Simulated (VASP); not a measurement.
The system is YbBe5.

```
CELL_PARAMETERS angstrom
0.00000 3.19599 3.19599
3.19599 0.00000 3.19599
3.19599 3.19599 0.00000
ATOMIC_POSITIONS crystal
Yb 0.00000 0.00000 0.00000
Be 0.25000 0.25000 0.25000
Be 0.12959 0.62347 0.62347
Be 0.62347 0.62347 0.62347
Be 0.62347 0.62347 0.12959
Be 0.62347 0.12959 0.62347
```

```yaml
Program: VASP 6.6.1
Task: relaxation of cell and atoms
Functional: PBE
Potentials_or_basis: VASP PAW PBE potentials, release 64 (Yb, Be)
Cutoff: 600 eV
k_mesh: 6 × 6 × 6
Occupations: gaussian, width 0.1 eV
Spin: no spin polarisation
```

At the start: pressure 6.0 GPa; volume 10.88 Å³/atom.

Where does the relaxation end?

Over 4 steps the energy falls by 12.3 meV/atom and the volume is 11.57 Å³/atom (+6.4 %); space group F-43m (No. 216, to 0.05 Å).

Step by step:
```csv
step,energy change (eV),largest force (eV/Å),pressure (GPa),volume (Å³)
1,0.0000,0.0104,5.97,65.29
2,-0.0732,0.0297,0.63,69.19
3,-0.0727,0.0333,-1.37,69.97
4,-0.0735,0.0309,-0.16,69.44
```

Final structure:
```cif
data_structure
_symmetry_space_group_name_H-M 'P 1'
_symmetry_Int_Tables_number 1
_cell_length_a 4.6135
_cell_length_b 4.6135
_cell_length_c 4.6135
_cell_angle_alpha 60.000
_cell_angle_beta 60.000
_cell_angle_gamma 60.000
_cell_volume 69.44
loop_
_atom_site_label
_atom_site_type_symbol
_atom_site_fract_x
_atom_site_fract_y
_atom_site_fract_z
_atom_site_occupancy
Yb1 Yb 0.00000 0.00000 0.00000 1
Be1 Be 0.25000 0.25000 0.25000 1
Be2 Be 0.12945 0.62352 0.62352 1
Be3 Be 0.62352 0.62352 0.62352 1
Be4 Be 0.62352 0.62352 0.12945 1
Be5 Be 0.62352 0.12945 0.62352 1
```

Caveat: without U or exact exchange the open f shell lies at the Fermi level, which spoils levels, moments and volumes.
